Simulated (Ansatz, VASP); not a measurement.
## Two plane-wave programs on BaZrO3

The input INCAR:

```
SYSTEM = BaZrO3
PREC = Accurate
ENCUT = 1340
EDIFF = 1E-6
ISMEAR = 0
SIGMA = 0.05
LREAL = .FALSE.
LASPH = .TRUE.
NELM = 120
ALGO = Normal
ISIF = 2
LWAVE = .FALSE.
LCHARG = .TRUE.
GGA = PE
LELF = .TRUE.
LVHAR = .TRUE.
NBANDS = 28
GGA_COMPAT = .FALSE.
```

KPOINTS

```
regular mesh
0
G
  6 6 6
  0 0 0
```

File POSCAR:

```
BaZrO3
1.0
    4.1815000000      0.0000000000      0.0000000000
    0.0000000000      4.1815000000      0.0000000000
    0.0000000000      0.0000000000      4.1815000000
Ba Zr O
1 1 3
Direct
    0.5000000000      0.4809758429      0.4809758429
    0.0000000000      0.0000000000      0.0000000000
    0.5000000000      0.0000000000      0.0000000000
    0.0000000000      0.5000000000      0.0000000000
    0.0000000000      0.0000000000      0.5000000000
```

Input for Ansatz:

```yaml
crystal:
  lattice:
    - [4.1815, 0.0, 0.0]
    - [0.0, 4.1815, 0.0]
    - [0.0, 0.0, 4.1815]
  atoms:
    - { symbol: Ba, position: [0.5, 0.4809758429, 0.4809758429] }
    - { symbol: Zr, position: [0.0, 0.0, 0.0] }
    - { symbol: O, position: [0.5, 0.0, 0.0] }
    - { symbol: O, position: [0.0, 0.5, 0.0] }
    - { symbol: O, position: [0.0, 0.0, 0.5] }
basis:
  ecutwfc: 420
kpoints:
  mp_grid: { grid: [6, 6, 6] }
hamiltonian:
  xc: pbe
scf:
  occupations: { method: gaussian, width: 0.05 }
output:
  forces: true
  stress: true
  eigenvalues: true
```

Change from the starting cell: all Ba atoms moved +0.113 Å, as atom 1 towards its neighbour atom 3 (O) at 2.957 Å.

Alike in both runs: task single point; functional PBE; k mesh 6 × 6 × 6; occupations gaussian, width 0.05 eV; no spin polarisation.

|  | VASP | Ansatz |
| --- | --- | --- |
| version | VASP 6.6.1 | Ansatz 0.2.0 |
| potentials or method | VASP PAW PBE potentials, release 64 (Ba_sv, Zr_sv, O_h), cutoff 1340 eV | scalar-relativistic, plane waves, PAW |
| valence electrons in the cell | 40 | 40 |

VASP gave:

```
gap on the k mesh at the Fermi level (eV)                     : 3.20
least direct gap on the mesh (eV)                             : 3.41
pressure (GPa)                                                : 6.4
traceless stress, the component that is largest in VASP (GPa) : 0.26
rms of the force components (eV/Å)                            : 0.163
```

Estimate Ansatz's values.

gap on the k mesh at the Fermi level (eV): 3.24; least direct gap on the mesh (eV): 3.43; pressure (GPa): 5.5; traceless stress, the component that is largest in VASP (GPa): 0.24; rms of the force components (eV/Å): 0.153.

Atom by atom the forces differ by 0.015 eV/Å (rms over components). With one functional, cell and mesh, what is left measures potentials, basis and numerics.

Spin-orbit coupling is off throughout.
